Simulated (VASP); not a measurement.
# MgO (vib) (P6_3mc) in VASP: notebook, part 2 of 2

VASP 6.6.1. Earlier steps stand in the parts before.

## (3) Single point, LDA

This run uses another cell than the first one, of 11.40 Å³/atom, 0.966 times its volume.

INCAR reads:

```
SYSTEM = MgO
  PREC = Accurate
  ENCUT = 600
  EDIFF = 1E-6
  ISMEAR = 0
  SIGMA = 0.02
  LREAL = .False.
  LASPH = .True.
  NELM = 120
  ALGO = Normal
  ISIF = 2
  LWAVE = .False.
  LCHARG = .False.
  NBANDS = 16
  GGA_COMPAT = .False.
```

KPOINTS reads:

```
regular mesh
0
Gamma
  6 6 4
  0 0 0
```

POSCAR reads:

```
MgO
1.0
    3.2734014573     -0.0000000029      0.0000000000
   -1.6367007262      2.8348488202      0.0000000000
    0.0000000000      0.0000000000      4.9127406013
Mg O
2 2
Direct
    0.3333333333      0.6666666667      0.0016499835
    0.6666666667      0.3333333333      0.5016499835
    0.3333333333      0.6666666667      0.4029500165
    0.6666666667      0.3333333333      0.9029500165
```

Potentials or basis: VASP PAW LDA potentials, release 64 (Mg, O).

Started as:

```
$ cat potpaw_LDA.64/Mg/POTCAR potpaw_LDA.64/O/POTCAR > POTCAR
$ mpirun -np 1 vasp_std > vasp.out
```

OUTCAR:

```text
SYSTEM = MgO
   PREC = Accurate
   ENCUT = 600
   EDIFF = 1E-6
   ISMEAR = 0
   LREAL = .False.
   LASPH = .True.
   NELM = 120
   ISIF = 2

 ion  position               nearest neighbor table
   1  0.333  0.667  0.002-   4 1.95   4 1.95   4 1.95   3 1.97   2 3.10   2 3.10   2 3.10   2 3.10
                             2 3.10   2 3.10
   2  0.667  0.333  0.502-   3 1.95   3 1.95   3 1.95   4 1.97   1 3.10   1 3.10   1 3.10   1 3.10
                             1 3.10   1 3.10
   3  0.333  0.667  0.403-   2 1.95   2 1.95   2 1.95   1 1.97
   4  0.667  0.333  0.903-   1 1.95   1 1.95   1 1.95   2 1.97

  LATTYP: Found a hexagonal cell.
 ALAT       =     3.2734014573
 C/A-ratio  =     1.5008060164

  Lattice vectors:

 A1 = (   3.2734014573,  -0.0000000029,   0.0000000000)
 A2 = (  -1.6367007262,   2.8348488202,   0.0000000000)
 A3 = (   0.0000000000,   0.0000000000,   4.9127406013)

Analysis of symmetry for initial positions (statically):
=====================================================================
 Subroutine PRICEL returns:
 Original cell was already a primitive cell.

 Routine SETGRP: Setting up the symmetry group for a
 hexagonal supercell.

 Subroutine GETGRP returns: Found 12 space group operations
 (whereof  6 operations were pure point group operations)
 out of a pool of 24 trial point group operations.

The static configuration has the point symmetry C_3v.
 The point group associated with its full space group is C_6v.

Analysis of symmetry for dynamics (positions and initial velocities):
=====================================================================
 Subroutine PRICEL returns:
 Original cell was already a primitive cell.

 Routine SETGRP: Setting up the symmetry group for a
 hexagonal supercell.

 Subroutine GETGRP returns: Found 12 space group operations
 (whereof  6 operations were pure point group operations)
 out of a pool of 24 trial point group operations.

The dynamic configuration has the point symmetry C_3v.
 The point group associated with its full space group is C_6v.

 Subroutine INISYM returns: Found 12 space group operations
 (whereof  6 operations are pure point group operations),
 and found     1 'primitive' translations

----------------------------------------------------------------------------------------

                                     Primitive cell

  volume of cell :      45.5883

  direct lattice vectors                    reciprocal lattice vectors
     3.273401457 -0.000000003  0.000000000     0.305492624  0.176376248  0.000000000
    -1.636700726  2.834848820  0.000000000     0.000000000  0.352752497  0.000000000
     0.000000000  0.000000000  4.912740601     0.000000000  0.000000000  0.203552372

  length of vectors
     3.273401457  3.273401457  4.912740601     0.352752497  0.352752497  0.203552372

  position of ions in fractional coordinates (direct lattice)
     0.333333333  0.666666667  0.001649984
     0.666666667  0.333333333  0.501649984
     0.333333333  0.666666667  0.402950017
     0.666666667  0.333333333  0.902950017

  ion indices of the primitive-cell ions
   primitive index   ion index
                 1           1
                 2           2
                 3           3
[... 27 lines left out ...]

 Following reciprocal coordinates:
            Coordinates               Weight
  0.000000  0.000000  0.000000      1.000000
  0.166667 -0.000000  0.000000      6.000000
  0.333333 -0.000000  0.000000      6.000000
  0.500000 -0.000000  0.000000      3.000000
  0.166667  0.166667  0.000000      6.000000
  0.333333  0.166667  0.000000     12.000000
[... 13 lines left out ...]
  0.333333  0.166667  0.500000     12.000000
  0.333333  0.333333  0.500000      2.000000
   k-points           NKPTS =     21   k-points in BZ     NKDIM =     21   number of bands    NBANDS=     16
   number of dos      NEDOS =    301   number of ions     NIONS =      4
   total plane-waves  NPLWV =  31360
   dimension x,y,z NGX =    28 NGY =   28 NGZ =   40
   dimension x,y,z NGXF=    56 NGYF=   56 NGZF=   80
   ions per type =               2   2
   NGX,Y,Z   is equivalent  to a cutoff of  14.22, 14.22, 13.54 a.u.
   NGXF,Y,Z  is equivalent  to a cutoff of  28.44, 28.44, 27.07 a.u.
 SYSTEM =  MgO
   PREC   = accura    normal or accurate (medium, high low for compatibility)
   ISTART =      0    job   : 0-new  1-cont  2-samecut
   ICHARG =      2    charge: 1-file 2-atom 10-const
   ISPIN  =      1    spin polarized calculation?
   LNONCOLLINEAR =      F non collinear calculations
   LSORBIT =      F    spin-orbit coupling
   LASPH  =      T    aspherical Exc in radial PAW
   ENCUT  =  600.0 eV  44.10 Ry    6.64 a.u.   6.54  6.54  9.81*2*pi/ulx,y,z
   NELM   =    120;   NELMIN=  2; NELMDL= -5     # of ELM steps
   EDIFF  = 0.1E-05   stopping-criterion for ELM
   LREAL  =      F    real-space projection
   EDIFFG = 0.1E-04   stopping-criterion for IOM
   NSW    =      0    number of steps for IOM
   IBRION =     -1    ionic relax: 0-MD 1-quasi-New 2-CG
   NFREE  =      0    steps in history (QN), initial steepest desc. (CG)
   ISIF   =      2    stress and relaxation
   ISYM   =      2    0-nonsym 1-usesym 2-fastsym
   POTIM  = 0.5000    time-step for ionic-motion
   TEBEG  =    0.0;   TEEND  =   0.0 temperature during run
   PSTRESS=    0.0 pullay stress
   NELECT =      16.0000    total number of electrons
   NUPDOWN=      -1.0000    fix difference up-down
   EMIN   =  10.00;   EMAX   =-10.00  energy-range for DOS
   EFERMI =   0.00;   METHOD = LEGACY
   ISMEAR =     0;   SIGMA  =   0.02  broadening in eV -4-tet -1-fermi 0-gaus
   EFERMI_NEDOS =   21; number of points for ismear=-14 and -15
   IALGO  =     38    algorithm
   IMIX   =      4    mixing-type and parameters
     AMIX     =   0.40;   BMIX     =  1.00
     AMIX_MAG =   1.60;   BMIX_MAG =  1.00
  volume/ion in A,a.u.               =      11.40        76.91
  Fermi-wavevector in a.u.,A,eV,Ry     =   1.154774  2.182207 18.143423  1.333504
  Thomas-Fermi vector in A             =   2.291408
   LORBIT       =      0    0 simple, 1 ext, 2 COOP (PROOUT), +10 PAW based schemes
   GGA     = CA    functional components
   LHFCALC =     F    Hartree Fock is set to
   AEXX    =    0.0000 exact exchange contribution
   IVDW    =     0    specifies the selected vdW correction
   LEPSILON=     F    determine dielectric tensor
   LRPA    =     F    only Hartree local field effects (RPA)
 non-spin polarized calculation
 Gauss-broadening in eV      SIGMA  =   0.02
  energy-cutoff  :      600.00
  volume of cell :       45.59
 maximum number of plane-waves:      1556
 NGX is ok and might be reduce to    28
   NGX = 13   NGY = 13   NGZ = 19

 number of electron      15.9999997 magnetization

 Free energy of the ion-electron system (eV)
  ---------------------------------------------------
  ext. energy  EPLUGINS =         0.00000000
  ---------------------------------------------------
  free energy    TOTEN  =       -26.26631371 eV

  energy without entropy =      -26.26631371  energy(sigma->0) =      -26.26631371

 E-fermi :   1.1682     XC(G=0): -10.4262

 val. band max:        1.0356438025   @ k =   0.0000   0.0000   0.0000
 cond. band min:       4.5753071939   @ k =   0.0000   0.0000   0.0000
 fundamental gap:      3.5396633915
 Fermi energy:         1.1681754583

 k-point     1 :       0.0000    0.0000    0.0000
  band No.  band energies     occupation
      1     -15.0797      2.00000
      2     -14.1503      2.00000
      3      -2.4344      2.00000
      4       0.1903      2.00000
      5       0.1903      2.00000
      6       0.5510      2.00000
[... 376 lines left out ...]
      3      -1.7593      2.00000
      4      -1.7593      2.00000
      5      -1.2224      2.00000
      6      -1.2224      2.00000
[... 8 lines left out ...]
     15      16.9893      0.00000
     16      16.9893      0.00000

------------------------ aborting loop because EDIFF is reached ----------------------------------------

  FORCE on cell =-STRESS in cart. coord.  units (eV):
  Direction    XX          YY          ZZ          XY          YZ          ZX
  --------------------------------------------------------------------------------------
  -------------------------------------------------------------------------------------
  Total       -0.3995226     -0.3995226     -0.3595357      0.0000000      0.0000000      0.0000000
  in kB      -14.0410302    -14.0410302    -12.6357083      0.0000000      0.0000000      0.0000000
  external PRESSURE =     -13.5725896 kB  Pullay stress =       0.0000000 kB

 VOLUME and BASIS-vectors are now :
 -----------------------------------------------------------------------------
  energy-cutoff  :      600.00
  volume of cell :       45.59
      direct lattice vectors                 reciprocal lattice vectors
     3.273401457 -0.000000003  0.000000000     0.305492624  0.176376248  0.000000000
    -1.636700726  2.834848820  0.000000000     0.000000000  0.352752497  0.000000000
     0.000000000  0.000000000  4.912740601     0.000000000  0.000000000  0.203552372

 POSITION                                       TOTAL-FORCE (eV/Angst)
 -----------------------------------------------------------------------------------
      0.00000      1.88990      0.00811        -0.000000      0.000000      0.004491
      1.63670      0.94495      2.46448        -0.000000      0.000000      0.004491
      0.00000      1.88990      1.97959         0.000000     -0.000000     -0.004491
      1.63670      0.94495      4.43596         0.000000      0.000000     -0.004491
 -----------------------------------------------------------------------------------
    total drift:                               -0.000000     -0.000000      0.001161

  FREE ENERGIE OF THE ION-ELECTRON SYSTEM (eV)
  ---------------------------------------------------
  free  energy   TOTEN  =       -26.2663137068 eV

  energy  without entropy=      -26.2663137068  energy(sigma->0) =      -26.26631371
```

stdout:

```text
POSCAR found type information on POSCAR MgO
 POSCAR found :  2 types and       4 ions
 scaLAPACK will be used
 LDA part: xc-table for (Slater(with rela. corr.)+CA(PZ))
 , standard interpolation
 POSCAR, INCAR and KPOINTS ok, starting setup
 FFT: planning ... GRIDC
 FFT: planning ... GRID_SOFT
 FFT: planning ... GRID
 WAVECAR not read
 entering main loop
```

It took 10 s on 1 thread of Intel Xeon Platinum 8488C (Sapphire Rapids), shared host; peak memory 0.16 GiB.

Results:

```yaml
Free_energy: -26.2663 eV
Pressure: -1.4 GPa
Largest_force: 0.004 eV/Å
Band_gap_on_the_k_mesh: 3.54 eV, direct
```

Forces on the atoms (eV/Å):
```
Mg   0.000  0.000  0.004
Mg   0.000  0.000  0.004
O    0.000  0.000 -0.004
O    0.000  0.000 -0.004
```

Levels at points of the mesh, in eV from the valence-band top:
| k point | band 6 | band 7 | band 8 | band 9 | band 10 | band 11 |
| --- | --- | --- | --- | --- | --- | --- |
| (0.00, 0.00, 0.00) | -0.48 | -0.48 | 0.00 | 3.54 | 8.57 | 10.45 |
| (0.50, 0.00, 0.00) | -1.40 | -0.89 | -0.55 | 7.70 | 8.05 | 9.28 |
| (0.00, 0.00, 0.50) | -0.67 | -0.67 | -0.67 | 6.08 | 6.08 | 13.28 |
| (0.50, 0.00, 0.50) | -1.00 | -0.77 | -0.77 | 7.31 | 7.31 | 10.87 |
